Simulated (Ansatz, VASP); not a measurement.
**Si2W in VASP and in Ansatz**

Contents of INCAR:

```
SYSTEM = Si2W
ALGO = Normal
EDIFF = 1E-8
ENCUT = 520
GGA = PS
ISIF = 2
ISMEAR = -1
LASPH = .True.
LCHARG = .False.
LEFG = .True.
LREAL = .False.
LWAVE = .False.
NBANDS = 18
NELM = 80
PREC = Accurate
SIGMA = 0.03
```

KPOINTS

```
k-points
0
Gamma
  18 18 18
  0 0 0
```

POSCAR

```
Si2W
1.0
   -1.6060000000      1.6060000000      3.9006000000
    1.6060000000     -1.6060000000      3.9006000000
    1.6060000000      1.6060000000     -3.9006000000
Si W
2 1
Direct
    0.3330000000      0.3330000000      0.0000000000
    0.6670000000      0.6670000000      0.0000000000
    0.0000000000      0.0000000000      0.0000000000
```

Input for Ansatz:

```yaml
crystal:
  lattice:
    - [-1.606, 1.606, 3.9006]
    - [1.606, -1.606, 3.9006]
    - [1.606, 1.606, -3.9006]
  atoms:
    - { symbol: Si, position: [0.333, 0.333, 0.0] }
    - { symbol: Si, position: [0.667, 0.667, 0.0] }
    - { symbol: W, position: [0.0, 0.0, 0.0] }
kpoints:
  mp_grid: { grid: [18, 18, 18] }
scf:
  occupations: { method: fermi_dirac, width: 0.03 }
hamiltonian:
  xc: pbesol
  pseudopotentials: { kind: paw }
output:
  forces: true
  stress: true
  eigenvalues: true
  efg: { contact_densities: true }
```

Change from the starting cell: zz strain of -1 %, PAW files.

Alike in both runs: task electric field gradients; functional PBEsol; k mesh 18 × 18 × 18; occupations fermi-dirac, width 0.03 eV; no spin polarisation.

```csv
,VASP,Ansatz
version,VASP 6.6.1,Ansatz 0.2.0
potentials or method,"VASP PAW PBE potentials, release 64 (Si, W_sv)","PAW with Ansatz's default frozen-core files, scalar-relativistic"
plane-wave cutoff (eV),520,420
valence electrons in the cell,22,22
```

Ansatz gave:

| Item | Value |
| --- | --- |
| pressure (GPa) | -1.1 |
| traceless stress, the component that is largest in VASP (GPa) | 1.25 |
| rms of the force components (eV/Å) | 0.121 |
| size of Vzz on the site where it differs most (V/Å²) | 179.2 |

**Question.** Which values does VASP return?

**Answer.** Pressure (GPa): -0.7; traceless stress, the component that is largest in VASP (GPa): 1.23; rms of the force components (eV/Å): 0.120; size of Vzz on the site where it differs most (V/Å²): 153.7.

VASP's potentials were made for PBE, not for PBEsol. Atom by atom the forces differ by 0.002 eV/Å (rms over components). With one functional, cell and mesh, what is left measures potentials, basis and numerics.

Neither program's run includes spin-orbit coupling.
